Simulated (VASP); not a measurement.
A run of VASP 6.6.1 is set up as follows.

INCAR

```
ALGO = Normal ; EDIFF = 1E-7
ENCUT = 520 ; GGA = CA
ISIF = 2 ; ISMEAR = -1
LASPH = True ; LCHARG = True
LELF = True ; LREAL = False
LVHAR = True ; LWAVE = False
NBANDS = 14 ; NELM = 60
PREC = Accurate ; SIGMA = 0.02
```

File KPOINTS:

```
k-points
0
Gamma
  10 10 10
```

POSCAR

```
NaF
1.0
    0.0000000000      2.3233000000      2.3465330000
    2.3233000000      0.0000000000      2.3465330000
    2.3233000000      2.3233000000      0.0000000000
Na F
1 1
Direct
    0.0000000000      0.0000000000      0.0000000000
    0.5000000000      0.5000000000      0.5000000000
```

Potentials or basis: VASP PAW LDA potentials, release 64 (Na_pv, F).

Command:

```bash
$ cat potpaw_LDA.64/Na_pv/POTCAR potpaw_LDA.64/F/POTCAR > POTCAR
$ mpirun -np 1 vasp_std > vasp.out
```

Problem. What does it give for the pressure?

Solution. -5.1 GPa.

Problem. What does it give for the band gap on the k mesh?

Solution. 5.86 eV, direct.

Stress tensor (GPa, compression positive):
```
-4.88  0.00  0.00
 0.00 -4.88  0.00
 0.00  0.00 -5.46
```

Caveat: the cell differs from its parent crystal (zz strain of +1 %). A k mesh can miss the band edges.
